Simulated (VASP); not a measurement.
Runs of VASP 6.6.1 on LiF. The structure is that of space group P6_3mc (No. 186), or close to it. The cells are those of the table. 

| cell | gap on the mesh (eV) | largest force (eV/Å) |
| --- | --- | --- |
| a = 3.103, b = 3.103, c = 4.678 Å, angles 90.0, 90.0, 120.0°, 4 atoms | 7.69 | (b) |
| a = 3.147, b = 3.147, c = 4.547 Å, angles 90.0, 90.0, 120.0°, 4 atoms | (c) | 0.46 |
| a = 3.297, b = 3.297, c = 4.143 Å, angles 90.0, 90.0, 120.0°, 4 atoms | 7.57 | 1.94 |
| a = 2.965, b = 2.965, c = 5.123 Å, angles 90.0, 90.0, 120.0°, 4 atoms | 7.79 | (a) |
| a = 2.805, b = 2.805, c = 5.726 Å, angles 90.0, 90.0, 120.0°, 4 atoms | 7.24 | 0.51 |

Alike in all rows: task single point; level PBEsol; potentials or basis VASP PAW PBE potentials, release 64 (Li_sv, F); no spin polarisation; k mesh 9 × 9 × 6; cutoff (eV) 520; smearing gaussian 0.05 eV.

Q: Estimate the missing entries.

A: (a) 0.31; (b) 0.20; (c) 7.65.

Caveats: the PAW data sets were made with another functional, which shifts forces and pressure a little.

A k mesh can miss the band edges.
